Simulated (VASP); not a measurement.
Zr:

```xyz
4
Lattice="3.3022 0.0000 0.0000 -1.6511 2.8598 0.0000 0.0000 0.0000 10.6501" Properties=species:S:1:pos:R:3 pbc="T T T"
Zr    0.0000    0.0000    0.0000
Zr    0.0000    0.0000    5.3251
Zr    0.0000    1.9065    7.9876
Zr    1.6511    0.9533    2.6625
```

| Property | Result |
| --- | --- |
| Program | VASP 6.6.1 |
| Task | relaxation of cell and atoms |
| Functional | PBE |
| Potentials or basis | VASP PAW PBE potentials, release 64 (Zr_sv) |
| Cutoff | 600 eV |
| k mesh | 6 × 6 × 2 |
| Occupations | gaussian, width 0.1 eV |
| Spin | no spin polarisation |

At the start: pressure -5.9 GPa; volume 25.14 Å³/atom.

Question: How do energy, volume and symmetry change on relaxing?

Answer: Over 3 steps the energy falls by 34.1 meV/atom and the volume is 23.40 Å³/atom (-6.9 %); space group P6_3/mmc (No. 194, to 0.1 Å) before and after.

The path:
| step | energy change (eV) | largest force (eV/Å) | pressure (GPa) | volume (Å³) |
| --- | --- | --- | --- | --- |
| 1 | 0.0000 | 0.0000 | -5.89 | 100.57 |
| 2 | -0.0220 | 0.0000 | 6.59 | 87.70 |
| 3 | -0.1365 | 0.0000 | -0.06 | 93.60 |

Final structure:
```
Zr
1.0
     3.22304    0.00000    0.00000
    -1.61152    2.79123    0.00000
     0.00000    0.00000   10.40422
Zr
4
Direct
  0.00000 0.00000 0.00000
  0.00000 0.00000 0.50000
  0.33333 0.66667 0.75000
  0.66667 0.33333 0.25000
```

Caveat: the k points lie up to 0.38 Å⁻¹ apart in the final cell, too coarse for converged energies and pressures of a metal.
